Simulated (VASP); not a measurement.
CsH: single point with PBEsol

The system is CsH.

```xyz
4
Lattice="4.3411 0.0000 0.0000 -2.1705 3.7595 0.0000 0.0000 0.0000 5.3327" Properties=species:S:1:pos:R:3 pbc="T T T"
Cs    0.0000    2.5063   -0.3333
Cs    2.1705    1.2532    2.3330
H     0.0000    2.5063    2.3331
H     2.1705    1.2532    4.9995
```

- Program: VASP 6.6.1
- Task: single point
- Functional: PBEsol
- Potentials or basis: VASP PAW PBE potentials, release 64 (Cs_sv, H)
- Cutoff: 520 eV
- k mesh: 6 × 6 × 3
- Occupations: gaussian, width 0.02 eV
- Spin: no spin polarisation
- Dipole correction: no
- Further INCAR settings: ALGO = Normal; EDIFF = 1e-07; NBANDS = 18

```
Pressure               : 10.3 GPa
Band gap on the k mesh : 2.29 eV (least direct gap 2.62 eV)
```

Stress tensor (GPa, compression positive):
```
10.28  0.00  0.00
 0.00 10.28  0.00
 0.00  0.00 10.48
```

Levels at points of the mesh, in eV from the valence-band top:
```csv
k point,band 6,band 7,band 8,band 9,band 10,band 11,band 12,band 13,band 14,band 15
"(0.00, 0.00, 0.00)",-7.41,-7.41,-6.83,-2.54,-2.04,4.10,4.10,4.21,5.39,5.39
"(0.50, 0.00, 0.00)",-8.58,-7.82,-7.34,-1.54,-0.71,3.30,3.56,4.08,5.92,7.63
```

Run time: 32 s on 1 thread of Intel Xeon 8259CL, with other jobs on the host, peak memory 0.19 GiB.

Caveat: the cell stands under pressure; the PAW data sets were made with another functional, which shifts forces and pressure a little; spin-orbit coupling is left out, which moves the levels of the heavy elements; an odd mesh through Γ misses points on the zone boundary, where band edges can lie.
